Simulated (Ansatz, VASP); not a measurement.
## Two plane-wave programs on RbBr

```
CELL_PARAMETERS angstrom
0.00000 3.49421 3.49421
3.49421 0.00000 3.49421
3.49421 3.49421 0.00000
ATOMIC_POSITIONS crystal
Rb 0.00000 0.00000 0.00000
Br 0.50000 0.50000 0.50000
```

Alike in both runs: task single point; functional r2SCAN; k mesh 7 × 7 × 7; occupations fermi-dirac, width 0.05 eV; no spin polarisation.

|  | VASP | Ansatz |
| --- | --- | --- |
| version | VASP 6.6.1 | Ansatz 0.2.0 |
| potentials or method | VASP PAW PBE potentials, release 64 (Rb_sv, Br) | Ansatz PAW |
| plane-wave cutoff (eV) | 520 | 500 |
| valence electrons in the cell | 16 | 16 |

Ansatz gave:

| Item | Value |
| --- | --- |
| gap on the k mesh at the Fermi level (eV) | 4.82 |
| least direct gap on the mesh (eV) | 4.82 |
| pressure (GPa) | -0.4 |

**Question.** Which values does VASP return?

**Answer.** gap on the k mesh at the Fermi level (eV): 4.82; least direct gap on the mesh (eV): 4.82; pressure (GPa): -0.3.

VASP's potentials were made for PBE, not for r2SCAN. The functional is the same, so the differences come from potentials, cutoffs and numerics.

Noted on Ansatz's run: odd divisions of the mesh miss points on the zone boundary, where band edges often lie, so the gap on the mesh can be too wide.
